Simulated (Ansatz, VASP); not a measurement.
ZnAuC4N4 in VASP and in Ansatz

```xyz
10
Lattice="6.1309 0.0000 0.0000 0.0000 6.1309 0.0000 0.0000 0.0000 6.1309" Properties=species:S:1:pos:R:3 pbc="T T T"
Zn    0.0000    0.0000    0.0000
C     1.1574    1.1574    1.1574
C     1.1574    4.9735    4.9735
C     4.9735    1.1574    4.9735
C     4.9735    4.9735    1.1574
Au    3.0654    3.0654    3.0654
N     1.8304    1.8304    1.8304
N     1.8304    4.3005    4.3005
N     4.3005    1.8304    4.3005
N     4.3005    4.3005    1.8304
```

Alike in both runs: functional PBE; k mesh 4 × 4 × 4; occupations gaussian, width 0.1 eV; collinear spin.

Ansatz relaxed the structure, and its values are those at the end. VASP's run is a single point on that final structure, the one shown.

```csv
,VASP,Ansatz
version,VASP 6.6.1,Ansatz 0.2.0
potentials or method,"VASP PAW PBE potentials, release 64 (Zn, C, Au_sv_GW, N), cutoff 700 eV","scalar-relativistic, plane waves, PAW"
valence electrons in the cell,67,67
```

```tsv
	VASP	Ansatz	Ansatz less VASP
gap on the k mesh at the Fermi level (eV)	none	none	-
pressure (GPa)	0.4	0.1	-0.26
rms of the force components (eV/Å)	0.182	0.001	-0.1813
net moment per atom (μB)	0.10	0.10	0.000
size of the moment on the site where the two differ most (μB)	0.52	0.43	-0.089
```

Site moments also hang on the region over which each program counts them. A gap of «none» marks a metal or a gap that the smearing closes. One of these differences is far larger than is usual between the two programs; its cause wasn't traced.

Neither program's run includes spin-orbit coupling. Noted on VASP's run: the standard files for N, O and F lose accuracy on very short bonds.
